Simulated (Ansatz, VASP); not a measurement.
## One calculation of Cu, two programs

The input INCAR:

```
ALGO = Fast ; EDIFF = 1E-6
ENCUT = 520 ; GGA = PE
ISIF = 2 ; ISMEAR = 0
LASPH = T ; LCHARG = T
LELF = T ; LREAL = F
LVHAR = T ; LWAVE = F
NBANDS = 12 ; NELM = 80
PREC = Accurate ; SIGMA = 0.020999999999999998
```

Contents of KPOINTS:

```
k-points
0
Gamma
  13 13 13
```

Contents of POSCAR:

```
Cu
1.0
   -1.4427933200      1.4427933200      1.3760814500
    1.4427933200     -1.4427933200      1.3760814500
    1.4427933200      1.4427933200     -1.3760814500
Cu
1
Direct
    0.0000000000      0.0000000000      0.0000000000
```

Contents of input.yaml:

```yaml
crystal:
  lattice:
    - [-1.44279332, 1.44279332, 1.37608145]
    - [1.44279332, -1.44279332, 1.37608145]
    - [1.44279332, 1.44279332, -1.37608145]
  atoms:
    - { symbol: Cu, position: [0.0, 0.0, 0.0] }
hamiltonian:
  xc: pbe
  pseudopotentials: { kind: paw }
kpoints:
  mp_grid: { grid: [13, 13, 13] }
scf:
  occupations: { method: gaussian, width: 0.021 }
output:
  forces: true
  stress: true
  eigenvalues: true
```

Alike in both runs: task single point; functional PBE; k mesh 13 × 13 × 13; occupations gaussian, width 0.021 eV; no spin polarisation.

|  | VASP | Ansatz |
| --- | --- | --- |
| version | VASP 6.6.1 | Ansatz 0.2.0 |
| potentials or method | VASP PAW PBE potentials, release 64 (Cu) | Ansatz PAW |
| plane-wave cutoff (eV) | 520 | 420 |
| valence electrons in the cell | 11 | 19 |

```csv
,VASP,Ansatz,Ansatz less VASP
gap on the k mesh at the Fermi level (eV),none,none,-
pressure (GPa),8.3,7.2,-1.04
"traceless stress, the component that is largest in VASP (GPa)",-0.03,0.19,+0.222
```

A gap of «none» marks a metal or a gap that the smearing closes. The functional is the same, so the differences come from potentials, cutoffs and numerics. VASP's potentials hold 11 valence electrons a cell and Ansatz's 19, so a difference there can come from the potentials and not from the codes.
